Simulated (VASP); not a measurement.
# V2O3 (R-3c) in VASP: single point with PBE+U

Aim: the single point of V2O3 with PBE+U.

Program: VASP 6.6.1. These are calculated values, not measurements. Logs are shortened: lines on timing, memory, paths and dates and some standing lists are left out, and cuts for length are marked.

**1. The cell of the first run**

Symmetry: R-3c, No. 167, trigonal system. The conventional cell has a = 4.942 Å, b = 4.942 Å, c = 14.016 Å, α = 90.00°, β = 90.00°, γ = 120.00°. Within 2.6 Å of V (site symmetry 3) lie 6 O at 1.95 to 2.08 Å. O (site symmetry 2) has 4 V at 1.95 to 2.08 Å within 2.6 Å.

**2. Single point, PBE+U, collinear spin, ferromagnetic start**

Input file INCAR:

```
ALGO = Normal ; EDIFF = 1E-6
ENCUT = 600 ; GGA = PE
GGA_COMPAT = F ; ISIF = 2
ISMEAR = 0 ; ISPIN = 2
LASPH = T ; LCHARG = F
LDAU = T ; LDAUJ = 0 0
LDAUL = 2 -1 ; LDAUPRINT = 1
LDAUTYPE = 2 ; LDAUU = 3.25 0
LMAXMIX = 4 ; LORBIT = 11
LREAL = F ; LWAVE = F
MAGMOM = 2 2 2 2 0 0 0 0 0 0 ; NBANDS = 59
NELM = 200 ; PREC = Accurate
SIGMA = 0.05
```

Input file KPOINTS:

```
k-points
0
Gamma
  4 4 4
```

Input file POSCAR:

```
V2O3
1.0
    2.4712000000      1.4267479852      4.6720333333
   -2.4712000000      1.4267479852      4.6720333333
    0.0000000000     -2.8534959704      4.6720333333
V O
4 6
Direct
    0.3467000000      0.3467000000      0.3467000000
    0.1533000000      0.1533000000      0.1533000000
    0.6533000000      0.6533000000      0.6533000000
    0.8467000000      0.8467000000      0.8467000000
    0.5698000000      0.9302000000      0.2500000000
    0.2500000000      0.5698000000      0.9302000000
    0.9302000000      0.2500000000      0.5698000000
    0.4302000000      0.0698000000      0.7500000000
    0.7500000000      0.4302000000      0.0698000000
    0.0698000000      0.7500000000      0.4302000000
```

Potentials or basis: VASP PAW PBE potentials, release 64 (V_sv, O).

Command:

```
cat potpaw_PBE.64/V_sv/POTCAR potpaw_PBE.64/O/POTCAR > POTCAR
mpirun -np 1 vasp_std > vasp.out
```

OUTCAR:

```text
EDIFF = 1E-6
   ENCUT = 600
   GGA = PE
   ISIF = 2
   ISMEAR = 0
   ISPIN = 2
   LASPH = T
   LORBIT = 11
   LREAL = F
   NELM = 200
   PREC = Accurate

 ion  position               nearest neighbor table
   1  0.347  0.347  0.347-   9 1.95   8 1.95  10 1.95   7 2.08   6 2.08   5 2.08   2 2.71   3 2.88
                             3 2.88   3 2.88
   2  0.153  0.153  0.153-  10 1.95   8 1.95   9 1.95   7 2.08   6 2.08   5 2.08   1 2.71   4 2.88
                             4 2.88   4 2.88
   3  0.653  0.653  0.653-   6 1.95   5 1.95   7 1.95   9 2.08  10 2.08   8 2.08   4 2.71   1 2.88
                             1 2.88   1 2.88
   4  0.847  0.847  0.847-   7 1.95   5 1.95   6 1.95   9 2.08  10 2.08   8 2.08   3 2.71   2 2.88
                             2 2.88   2 2.88
   5  0.570  0.930  0.250-   3 1.95   4 1.95   1 2.08   2 2.08
   6  0.250  0.570  0.930-   3 1.95   4 1.95   1 2.08   2 2.08
   7  0.930  0.250  0.570-   4 1.95   3 1.95   1 2.08   2 2.08
   8  0.430  0.070  0.750-   1 1.95   2 1.95   3 2.08   4 2.08
   9  0.750  0.430  0.070-   1 1.95   2 1.95   3 2.08   4 2.08
  10  0.070  0.750  0.430-   2 1.95   1 1.95   3 2.08   4 2.08

  LATTYP: Found a trigonal (rhomboedric) cell.
 ALAT       =     5.4745168482
 COS(alpha) =     0.5924750593

  Lattice vectors:

 A1 = (   2.4712000000,   1.4267479852,   4.6720333333)
 A2 = (  -2.4712000000,   1.4267479852,   4.6720333333)
 A3 = (   0.0000000000,  -2.8534959704,   4.6720333333)

Analysis of symmetry for initial positions (statically):
=====================================================================
 Subroutine PRICEL returns:
 Original cell was already a primitive cell.

 Routine SETGRP: Setting up the symmetry group for a
 trigonal (rhombohedral) supercell.

 Subroutine GETGRP returns: Found 12 space group operations
 (whereof  6 operations were pure point group operations)
 out of a pool of 12 trial point group operations.

The static configuration has the point symmetry S_6 .
 The point group associated with its full space group is D_3d.

Analysis of symmetry for dynamics (positions and initial velocities):
=====================================================================
 Subroutine PRICEL returns:
 Original cell was already a primitive cell.

 Routine SETGRP: Setting up the symmetry group for a
 trigonal (rhombohedral) supercell.

 Subroutine GETGRP returns: Found 12 space group operations
 (whereof  6 operations were pure point group operations)
 out of a pool of 12 trial point group operations.

The dynamic configuration has the point symmetry S_6 .
 The point group associated with its full space group is D_3d.

Analysis of structural, dynamic, and magnetic symmetry:
=====================================================================
 Subroutine PRICEL returns:
 Original cell was already a primitive cell.

 Routine SETGRP: Setting up the symmetry group for a
 trigonal (rhombohedral) supercell.

 Subroutine GETGRP returns: Found 12 space group operations
 (whereof  6 operations were pure point group operations)
 out of a pool of 12 trial point group operations.

The overall configuration has the point symmetry S_6 .
 The point group associated with its full space group is D_3d.

 Subroutine INISYM returns: Found 12 space group operations
 (whereof  6 operations are pure point group operations),
 and found     1 'primitive' translations

----------------------------------------------------------------------------------------

                                     Primitive cell

  volume of cell :      98.8354

  direct lattice vectors                    reciprocal lattice vectors
     2.471200000  1.426747985  4.672033333     0.202330851  0.116815772  0.071346523
    -2.471200000  1.426747985  4.672033333    -0.202330851  0.116815772  0.071346523
     0.000000000 -2.853495970  4.672033333     0.000000000 -0.233631543  0.071346523
[... 117 lines left out ...]
   GGA     = PE    functional components
   LHFCALC =     F    Hartree Fock is set to
   AEXX    =    0.0000 exact exchange contribution
   IVDW    =     0    specifies the selected vdW correction
   LEPSILON=     F    determine dielectric tensor
   LRPA    =     F    only Hartree local field effects (RPA)
 spin polarized calculation
 Gauss-broadening in eV      SIGMA  =   0.05
  energy-cutoff  :      600.00
  volume of cell :       98.84
 maximum number of plane-waves:      3312
 NGX is ok and might be reduce to    48
   NGX = 21   NGY = 21   NGZ = 21

atom =   1  type =  1  l = 2

 onsite density matrix

spin component  1
[... 116 lines left out ...]
  o =  0.0467  v =  0.0000  0.0000  0.0000  0.0000  0.0000 -0.8058 -0.5864 -0.0000 -0.0001 -0.0825      0.0000  0.0000  0.0000  0.0000  0.0000  0.0000  0.0000  0.0000  0.0000  0.0000
  o =  0.0467  v =  0.0000  0.0000  0.0000  0.0000  0.0000 -0.0825  0.0001  0.0000 -0.5864  0.8058      0.0000  0.0000  0.0000  0.0000  0.0000  0.0000  0.0000  0.0000  0.0000  0.0000
  o =  0.0675  v =  0.0000  0.0000  0.0000  0.0000  0.0000 -0.0000 -0.0000  1.0000  0.0000 -0.0000      0.0000  0.0000  0.0000  0.0000  0.0000  0.0000  0.0000  0.0000  0.0000  0.0000
  o =  0.1406  v =  0.0000 -0.0000  1.0000  0.0000  0.0000  0.0000  0.0000  0.0000  0.0000  0.0000      0.0000  0.0000  0.0000  0.0000  0.0000  0.0000  0.0000  0.0000  0.0000  0.0000
  o =  0.1928  v =  0.0000  0.0000  0.0000  0.0000  0.0000 -0.5833  0.8100  0.0000 -0.0000 -0.0598      0.0000  0.0000  0.0000  0.0000  0.0000  0.0000  0.0000  0.0000  0.0000  0.0000
  o =  0.1928  v =  0.0000  0.0000  0.0000  0.0000  0.0000  0.0598 -0.0000  0.0000 -0.8100 -0.5833      0.0000  0.0000  0.0000  0.0000  0.0000  0.0000  0.0000  0.0000  0.0000  0.0000
  o =  0.2509  v =  0.6550 -0.7509 -0.0000 -0.0000  0.0844  0.0000  0.0000  0.0000  0.0000  0.0000      0.0000  0.0000  0.0000  0.0000  0.0000  0.0000  0.0000  0.0000  0.0000  0.0000
  o =  0.2509  v =  0.0844  0.0000  0.0000 -0.7509 -0.6550  0.0000  0.0000  0.0000  0.0000  0.0000      0.0000  0.0000  0.0000  0.0000  0.0000  0.0000  0.0000  0.0000  0.0000  0.0000
  o =  0.8995  v = -0.7448 -0.6604  0.0000 -0.0000 -0.0960  0.0000  0.0000  0.0000  0.0000  0.0000      0.0000  0.0000  0.0000  0.0000  0.0000  0.0000  0.0000  0.0000  0.0000  0.0000
  o =  0.8995  v =  0.0960 -0.0000  0.0000  0.6604 -0.7448  0.0000  0.0000  0.0000  0.0000  0.0000      0.0000  0.0000  0.0000  0.0000  0.0000  0.0000  0.0000  0.0000  0.0000  0.0000

 number of electron      87.9999993 magnetization       8.0001068

 Free energy of the ion-electron system (eV)
  ---------------------------------------------------
  ext. energy  EPLUGINS =         0.00000000
  ---------------------------------------------------
  free energy    TOTEN  =       -79.21295406 eV

  energy without entropy =      -79.21251288  energy(sigma->0) =      -79.21273347

 E-fermi :   7.8607     XC(G=0): -12.0317

 val. band max:        7.7141042444   @ k =   0.2500   0.2500   0.2500
 cond. band min:       7.8606574749   @ k =   0.0000   0.0000   0.0000
 fundamental gap:      0.1465532305
 Fermi energy:         7.8606560217

 spin component 1

 k-point     1 :       0.0000    0.0000    0.0000
  band No.  band energies     occupation
      1     -57.8696      1.00000
      2     -57.8338      1.00000
      3     -57.8249      1.00000
      4     -57.7966      1.00000
      5     -32.0841      1.00000
      6     -31.9870      1.00000
[... 756 lines left out ...]
     55      10.9326      0.00000
     56      10.9326      0.00000
 Fermi energy:         7.8606560217

 spin component 2

 k-point     1 :       0.0000    0.0000    0.0000
  band No.  band energies     occupation
      1     -55.9536      1.00000
      2     -55.9148      1.00000
      3     -55.9066      1.00000
      4     -55.8763      1.00000
      5     -30.6251      1.00000
      6     -30.5148      1.00000
[... 756 lines left out ...]
     55      12.6122      0.00000
     56      12.6122      0.00000
 [bands above 56 left out]

------------------------ aborting loop because EDIFF is reached ----------------------------------------

  FORCE on cell =-STRESS in cart. coord.  units (eV):
  Direction    XX          YY          ZZ          XY          YZ          ZX
  --------------------------------------------------------------------------------------
  -------------------------------------------------------------------------------------
  Total       11.4963052     11.4963052     11.4870329      0.0000000      0.0000000      0.0000000
  in kB      186.3616381    186.3616381    186.2113290      0.0000000      0.0000000      0.0000000
  external PRESSURE =     186.3115351 kB  Pullay stress =       0.0000000 kB

 VOLUME and BASIS-vectors are now :
 -----------------------------------------------------------------------------
  energy-cutoff  :      600.00
  volume of cell :       98.84
      direct lattice vectors                 reciprocal lattice vectors
     2.471200000  1.426747985  4.672033333     0.202330851  0.116815772  0.071346523
    -2.471200000  1.426747985  4.672033333    -0.202330851  0.116815772  0.071346523
     0.000000000 -2.853495970  4.672033333     0.000000000 -0.233631543  0.071346523

 POSITION                                       TOTAL-FORCE (eV/Angst)
 -----------------------------------------------------------------------------------
      0.00000      0.00000      4.85938        -0.000000     -0.000000      0.314577
      0.00000      0.00000      2.14867        -0.000000     -0.000000     -0.314577
      0.00000      0.00000      9.15672        -0.000000     -0.000000     -0.314577
      0.00000      0.00000     11.86743        -0.000000     -0.000000      0.314577
     -0.89062      1.42675      8.17606        -0.953701     -0.000000     -0.000000
     -0.79029     -1.48467      8.17606         0.476850     -0.825929     -0.000000
      1.68091      0.05793      8.17606         0.476850      0.825929     -0.000000
      0.89062     -1.42675      5.84004         0.953701     -0.000000     -0.000000
      0.79029      1.48467      5.84004        -0.476850      0.825929     -0.000000
     -1.68091     -0.05793      5.84004        -0.476850     -0.825929     -0.000000
 -----------------------------------------------------------------------------------
    total drift:                                0.000000      0.000000      0.000000

  FREE ENERGIE OF THE ION-ELECTRON SYSTEM (eV)
  ---------------------------------------------------
  free  energy   TOTEN  =       -79.2129540576 eV

  energy  without entropy=      -79.2125128776  energy(sigma->0) =      -79.21273347

 total charge

# of ion       s       p       d       tot
------------------------------------------
    1        2.242   6.262   2.958  11.462
    2        2.242   6.262   2.958  11.462
    3        2.242   6.262   2.958  11.462
    4        2.242   6.262   2.958  11.462
    5        1.555   3.544   0.000   5.099
    6        1.555   3.544   0.000   5.099
    7        1.555   3.544   0.000   5.099
    8        1.555   3.544   0.000   5.099
    9        1.555   3.544   0.000   5.099
   10        1.555   3.544   0.000   5.099
--------------------------------------------------
tot         18.297  46.314  11.831  76.443

 magnetization (x)

# of ion       s       p       d       tot
------------------------------------------
    1        0.018   0.019   1.889   1.925
    2        0.018   0.019   1.889   1.925
    3        0.018   0.019   1.889   1.925
    4        0.018   0.019   1.889   1.925
    5       -0.003  -0.020   0.000  -0.023
    6       -0.003  -0.020   0.000  -0.023
    7       -0.003  -0.020   0.000  -0.023
    8       -0.003  -0.020   0.000  -0.023
    9       -0.003  -0.020   0.000  -0.023
   10       -0.003  -0.020   0.000  -0.023
--------------------------------------------------
tot          0.053  -0.048   7.555   7.561
```

Wall time 3.6 min (1 thread of Intel Xeon Platinum 8488C (Sapphire Rapids), shared host); peak memory 0.46 GiB.

Results:

```yaml
Free_energy: -79.2130 eV
Pressure: 18.6 GPa
Largest_force: 0.954 eV/Å
Band_gap_on_the_k_mesh: zero (filled and empty bands touch)
Net_moment: 8.00 μB per cell
Site_moments: V +1.93; O -0.02 μB
Valence_electrons_inside_the_program's_atomic_spheres: V 11.46; O 5.10
```

Forces on the atoms (eV/Å):
```
V    0.000  0.000  0.315
V    0.000  0.000 -0.315
V    0.000  0.000 -0.315
V    0.000  0.000  0.315
O   -0.954  0.000  0.000
O    0.477 -0.826  0.000
O    0.477  0.826  0.000
O    0.954  0.000  0.000
O   -0.477  0.826  0.000
O   -0.477 -0.826  0.000
```

Levels at points of the mesh, in eV from the Fermi level:
Spin up:
```tsv
k point	band 46	band 47	band 48	band 49	band 50	band 51
(0.00, 0.00, 0.00)	-1.33	-0.31	0.00	0.00	0.99	2.02
(0.50, 0.00, 0.00)	-1.03	-0.70	-0.70	0.71	0.71	1.84
(0.50, 0.50, 0.00)	-0.98	-0.90	-0.60	1.01	1.41	1.43
(0.50, 0.50, 0.50)	-0.54	-0.54	-0.54	1.05	1.05	1.45
```
Spin down:
```csv
k point,band 36,band 37,band 38,band 39,band 40,band 41,band 42,band 43,band 44,band 45
"(0.00, 0.00, 0.00)",-3.42,-3.42,-2.96,-2.83,-2.83,1.01,2.33,2.63,2.63,2.89
"(0.50, 0.00, 0.00)",-4.11,-3.82,-3.82,-3.01,-3.01,1.40,1.40,2.76,2.76,3.06
"(0.50, 0.50, 0.00)",-3.86,-3.72,-3.71,-3.52,-2.99,1.38,1.59,2.28,2.62,2.68
"(0.50, 0.50, 0.50)",-3.97,-3.37,-3.37,-3.37,-3.37,2.26,2.26,2.88,2.88,3.11
```

Eigenvalues of the final occupation matrices:
| site | spin | trace | eigenvalues |
| --- | --- | --- | --- |
| site 1 d | 1 | 2.44 | 0.14 0.25 0.25 0.90 0.90 |
| site 1 d | 2 | 0.55 | 0.05 0.05 0.07 0.19 0.19 |
| site 2 d | 1 | 2.44 | 0.14 0.25 0.25 0.90 0.90 |
| site 2 d | 2 | 0.55 | 0.05 0.05 0.07 0.19 0.19 |
| site 3 d | 1 | 2.44 | 0.14 0.25 0.25 0.90 0.90 |
| site 3 d | 2 | 0.55 | 0.05 0.05 0.07 0.19 0.19 |
| site 4 d | 1 | 2.44 | 0.14 0.25 0.25 0.90 0.90 |
| site 4 d | 2 | 0.55 | 0.05 0.05 0.07 0.19 0.19 |

Caveat: the k points lie up to 0.38 Å⁻¹ apart. The state reached can hang on the start; a lower one may exist.
